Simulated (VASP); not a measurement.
# Mo (Fm-3m) in VASP: density of states with PBE

Aim: the density of states of Mo with PBE.

All numbers are computed with VASP 6.6.1; they aren't measurements. Logs are shortened: lines on timing, memory, paths and dates and some standing lists are left out, and cuts for length are marked.

**1. The cell of the first run**

Symmetry: Fm-3m, No. 225, cubic system. The conventional cell has a = 4.002 Å, b = 4.002 Å, c = 4.002 Å, α = 90.00°, β = 90.00°, γ = 90.00°. Within 3.7 Å of Mo (site symmetry m-3m) lie 12 Mo at 2.83 Å.

**2. Density of states, PBE**

Contents of POSCAR:

```
Mo
1.0
    0.0000000000      2.0009855332      2.0009855332
    2.0009855332      0.0000000000      2.0009855332
    2.0009855332      2.0009855332      0.0000000000
Mo
1
Direct
    0.0000000000      0.0000000000      0.0000000000
```

Contents of INCAR.step1:

```
PREC = Accurate ; ENCUT = 520
EDIFF = 1E-7 ; ISMEAR = 0
SIGMA = 0.05 ; LREAL = False
LASPH = True ; NELM = 100
ALGO = Normal ; ISIF = 2
LWAVE = False ; LCHARG = True
LMAXMIX = 4 ; GGA = PE
NBANDS = 13
```

Contents of KPOINTS.step1:

```
Automatic mesh
0
Gamma
  18 18 18
```

Contents of INCAR.step2:

```
PREC = Accurate ; ENCUT = 520
EDIFF = 1E-7 ; ISMEAR = -5
SIGMA = 0.05 ; LREAL = False
LASPH = True ; NELM = 100
ALGO = Normal ; ISIF = 2
LWAVE = False ; LCHARG = False
LMAXMIX = 4 ; GGA = PE
LORBIT = 10 ; NBANDS = 13
NEDOS = 1001 ; ICHARG = 11
```

Contents of KPOINTS.step2:

```
Automatic mesh
0
Gamma
  27 27 27
```

Potentials or basis: VASP PAW PBE potentials, release 64 (Mo_sv).

The run is started by

```console
$ cat potpaw_PBE.64/Mo_sv/POTCAR > POTCAR
$ cp INCAR.step1 INCAR
$ cp KPOINTS.step1 KPOINTS
$ mpirun -np 1 vasp_std > vasp.out
$ cp INCAR.step2 INCAR
$ cp KPOINTS.step2 KPOINTS
$ mpirun -np 1 vasp_std > vasp.out
```

OUTCAR:

```text
PREC = Accurate
   ENCUT = 520
   EDIFF = 1E-7
   ISMEAR = -5
   LREAL = False
   LASPH = True
   NELM = 100
   ISIF = 2
   GGA = PE
   LORBIT = 10
   ICHARG = 11

 ion  position               nearest neighbor table
   1  0.000  0.000  0.000-

  LATTYP: Found a face centered cubic cell.
 ALAT       =     4.0019710664

  Lattice vectors:

 A1 = (   0.0000000000,   2.0009855332,   2.0009855332)
 A2 = (   2.0009855332,   0.0000000000,   2.0009855332)
 A3 = (   2.0009855332,   2.0009855332,   0.0000000000)

Analysis of symmetry for initial positions (statically):
=====================================================================
 Subroutine PRICEL returns:
 Original cell was already a primitive cell.

 Routine SETGRP: Setting up the symmetry group for a
 face centered cubic supercell.

 Subroutine GETGRP returns: Found 48 space group operations
 (whereof 48 operations were pure point group operations)
 out of a pool of 48 trial point group operations.

The static configuration has the point symmetry O_h .

Analysis of symmetry for dynamics (positions and initial velocities):
=====================================================================
 Subroutine PRICEL returns:
 Original cell was already a primitive cell.

 Routine SETGRP: Setting up the symmetry group for a
 face centered cubic supercell.

 Subroutine GETGRP returns: Found 48 space group operations
 (whereof 48 operations were pure point group operations)
 out of a pool of 48 trial point group operations.

The dynamic configuration has the point symmetry O_h .

 Subroutine INISYM returns: Found 48 space group operations
 (whereof 48 operations are pure point group operations),
 and found     1 'primitive' translations

----------------------------------------------------------------------------------------

                                     Primitive cell

  volume of cell :      16.0237

  direct lattice vectors                    reciprocal lattice vectors
     0.000000000  2.000985533  2.000985533    -0.249876869  0.249876869  0.249876869
     2.000985533  0.000000000  2.000985533     0.249876869 -0.249876869  0.249876869
     2.000985533  2.000985533  0.000000000     0.249876869  0.249876869 -0.249876869

  length of vectors
     2.829820879  2.829820879  2.829820879     0.432799433  0.432799433  0.432799433

  position of ions in fractional coordinates (direct lattice)
     0.000000000  0.000000000  0.000000000

  ion indices of the primitive-cell ions
   primitive index   ion index
                 1           1

----------------------------------------------------------------------------------------

 KPOINTS: Automatic mesh

Automatic generation of k-mesh.
 Grid dimensions read from file:
 generate k-points for:   27   27   27

 Generating k-lattice:

  Cartesian coordinates                     Fractional coordinates (reciprocal lattice)
    -0.009254699  0.009254699  0.009254699     0.037037037  0.000000000  0.000000000
     0.009254699 -0.009254699  0.009254699     0.000000000  0.037037037  0.000000000
     0.009254699  0.009254699 -0.009254699     0.000000000  0.000000000  0.037037037

  Length of vectors
     0.016029609  0.016029609  0.016029609

  Shift w.r.t. Gamma in fractional coordinates (k-lattice)
     0.000000000  0.000000000  0.000000000

 TETIRR: Found   2653 inequivalent tetrahedra from   118098

 Subroutine IBZKPT returns following result:
 ===========================================

 Found    560 irreducible k-points:

 Following reciprocal coordinates:
            Coordinates               Weight
  0.000000  0.000000  0.000000      1.000000
  0.037037  0.000000  0.000000      8.000000
  0.074074  0.000000  0.000000      8.000000
  0.111111  0.000000  0.000000      8.000000
  0.148148  0.000000  0.000000      8.000000
  0.185185  0.000000  0.000000      8.000000
[... 16 lines left out ...]
  0.333333  0.037037  0.000000     24.000000
  0.370370  0.037037  0.000000     24.000000
 [... further k-points ...]
   k-points           NKPTS =    560   k-points in BZ     NKDIM =    560   number of bands    NBANDS=     13
   number of dos      NEDOS =   1001   number of ions     NIONS =      1
   total plane-waves  NPLWV =  13824
   dimension x,y,z NGX =    24 NGY =   24 NGZ =   24
   dimension x,y,z NGXF=    48 NGYF=   48 NGZF=   48
   ions per type =               1
   NGX,Y,Z   is equivalent  to a cutoff of  14.10, 14.10, 14.10 a.u.
   NGXF,Y,Z  is equivalent  to a cutoff of  28.20, 28.20, 28.20 a.u.
 SYSTEM =  unknown system
   PREC   = accura    normal or accurate (medium, high low for compatibility)
   ISTART =      0    job   : 0-new  1-cont  2-samecut
   ICHARG =     11    charge: 1-file 2-atom 10-const
   ISPIN  =      1    spin polarized calculation?
   LNONCOLLINEAR =      F non collinear calculations
   LSORBIT =      F    spin-orbit coupling
   LASPH  =      T    aspherical Exc in radial PAW
   ENCUT  =  520.0 eV  38.22 Ry    6.18 a.u.   5.26  5.26  5.26*2*pi/ulx,y,z
   NELM   =    100;   NELMIN=  2; NELMDL=  0     # of ELM steps
   EDIFF  = 0.1E-06   stopping-criterion for ELM
   LREAL  =      F    real-space projection
   EDIFFG = 0.1E-05   stopping-criterion for IOM
   NSW    =      0    number of steps for IOM
   IBRION =     -1    ionic relax: 0-MD 1-quasi-New 2-CG
   NFREE  =      0    steps in history (QN), initial steepest desc. (CG)
   ISIF   =      2    stress and relaxation
   ISYM   =      2    0-nonsym 1-usesym 2-fastsym
   POTIM  = 0.5000    time-step for ionic-motion
   TEBEG  =    0.0;   TEEND  =   0.0 temperature during run
   PSTRESS=    0.0 pullay stress
   NELECT =      14.0000    total number of electrons
   NUPDOWN=      -1.0000    fix difference up-down
   EMIN   =  10.00;   EMAX   =-10.00  energy-range for DOS
   EFERMI =   0.00;   METHOD = LEGACY
   ISMEAR =    -5;   SIGMA  =   0.05  broadening in eV -4-tet -1-fermi 0-gaus
   EFERMI_NEDOS =   21; number of points for ismear=-14 and -15
   IALGO  =     38    algorithm
   IMIX   =      4    mixing-type and parameters
     AMIX     =   0.40;   BMIX     =  1.00
     AMIX_MAG =   1.60;   BMIX_MAG =  1.00
  volume/ion in A,a.u.               =      16.02       108.13
  Fermi-wavevector in a.u.,A,eV,Ry     =   1.565057  2.957529 33.326167  2.449404
  Thomas-Fermi vector in A             =   2.667590
   LORBIT       =     10    0 simple, 1 ext, 2 COOP (PROOUT), +10 PAW based schemes
   GGA     = PE    functional components
   LHFCALC =     F    Hartree Fock is set to
   AEXX    =    0.0000 exact exchange contribution
   IVDW    =     0    specifies the selected vdW correction
   LEPSILON=     F    determine dielectric tensor
   LRPA    =     F    only Hartree local field effects (RPA)
 non-spin polarized calculation
 Fermi weights with tetrahedron method with Bloechl corrections
  energy-cutoff  :      520.00
  volume of cell :       16.02
 maximum number of plane-waves:       446
 NGX is ok and might be reduce to    24

 number of electron      14.0000000 magnetization

 Free energy of the ion-electron system (eV)
  ---------------------------------------------------
  ext. energy  EPLUGINS =         0.00000000
  ---------------------------------------------------
  free energy    TOTEN  =       -10.51304437 eV

  energy without entropy =      -10.51304437  energy(sigma->0) =      -10.51304437

 E-fermi :  11.7893     XC(G=0): -13.2329

 val. band max:       11.7900670969   @ k =   0.2593   0.2222   0.0000
 cond. band min:      11.7296859419   @ k =  -0.4074   0.1852   0.0370
 fundamental gap:     -0.0603811551
 Fermi energy:        11.7892869241

 k-point     1 :       0.0000    0.0000    0.0000
  band No.  band energies     occupation
      1     -48.9281      2.00000
      2     -22.2718      2.00000
      3     -22.2718      2.00000
      4     -22.2718      2.00000
      5       5.0516      2.00000
      6      11.0730      2.00000
      7      11.0730      2.00000
      8      11.0730      2.00000
      9      13.7484      0.00000
     10      13.7484      0.00000
     11      24.8843      0.00000
     12      30.1398      0.00000
     13      30.1398      0.00000

 k-point     2 :       0.0370    0.0000    0.0000
  band No.  band energies     occupation
      1     -48.9252      2.00000
      2     -22.2905      2.00000
      3     -22.2741      2.00000
      4     -22.2741      2.00000
      5       5.1082      2.00000
      6      11.0335      2.00000
      7      11.0990      2.00000
      8      11.0990      2.00000
      9      13.7268      0.00000
     10      13.7268      0.00000
     11      24.9940      0.00000
     12      29.8694      0.00000
     13      30.2409      0.00000

 k-point     3 :       0.0741    0.0000    0.0000
  band No.  band energies     occupation
      1     -48.9165      2.00000
      2     -22.3453      2.00000
      3     -22.2810      2.00000
      4     -22.2810      2.00000
      5       5.2745      2.00000
      6      10.9232      2.00000
      7      11.1729      2.00000
      8      11.1729      2.00000
      9      13.6690      0.00000
     10      13.6690      0.00000
     11      25.3106      0.00000
     12      29.2224      0.00000
     13      30.5401      0.00000
[... 305 lines left out ...]
 k-point    23 :       0.3333    0.0370    0.0000
  band No.  band energies     occupation
      1     -48.7666      2.00000
      2     -23.2170      2.00000
      3     -22.4099      2.00000
      4     -22.3928      2.00000
      5       7.3024      2.00000
      6      11.0440      2.00000
      7      11.2073      2.00000
      8      11.3264      2.00000
      9      14.3682      0.00000
     10      14.7579      0.00000
     11      24.3948      0.00000
     12      27.5672      0.00000
     13      33.4589      0.00000

 k-point    24 :       0.3704    0.0370    0.0000
  band No.  band energies     occupation
      1     -48.7444      2.00000
      2     -23.3392      2.00000
      3     -22.4247      2.00000
      4     -22.4115      2.00000
      5       7.3267      2.00000
      6      11.0721      2.00000
      7      11.2044      2.00000
      8      11.5998      1.84718
      9      14.8120      0.00000
     10      15.1210      0.00000
     11      23.9306      0.00000
     12      26.7220      0.00000
     13      32.5108      0.00000

 [... further k-points ...]
[... 5 lines left out ...]
  --------------------------------------------------------------------------------------
  -------------------------------------------------------------------------------------
  Total        0.0662824      0.0662824      0.0662824     -0.0000000     -0.0000000      0.0000000
  in kB        6.6274602      6.6274602      6.6274602     -0.0000000     -0.0000000      0.0000000
  external PRESSURE =       6.6274602 kB  Pullay stress =       0.0000000 kB

 VOLUME and BASIS-vectors are now :
 -----------------------------------------------------------------------------
  energy-cutoff  :      520.00
  volume of cell :       16.02
      direct lattice vectors                 reciprocal lattice vectors
     0.000000000  2.000985533  2.000985533    -0.249876869  0.249876869  0.249876869
     2.000985533  0.000000000  2.000985533     0.249876869 -0.249876869  0.249876869
     2.000985533  2.000985533  0.000000000     0.249876869  0.249876869 -0.249876869

 POSITION                                       TOTAL-FORCE (eV/Angst)
 -----------------------------------------------------------------------------------
      0.00000      0.00000      0.00000         0.000000      0.000000      0.000000
 -----------------------------------------------------------------------------------
    total drift:                               -0.000000     -0.000000      0.000000

  FREE ENERGIE OF THE ION-ELECTRON SYSTEM (eV)
  ---------------------------------------------------
  free  energy   TOTEN  =       -10.5130443738 eV

  energy  without entropy=      -10.5130443738  energy(sigma->0) =      -10.51304437

 total charge

# of ion       s       p       d       tot
------------------------------------------
    1        2.383   6.176   3.921  12.479
```

Wall time 4.5 min (1 thread of AMD EPYC 7R13, shared host); peak memory 0.19 GiB.

Results:

- Valence electrons inside the program's atomic spheres: Mo 12.48

Caveat: tetrahedron occupations give inexact forces and stress in metals.
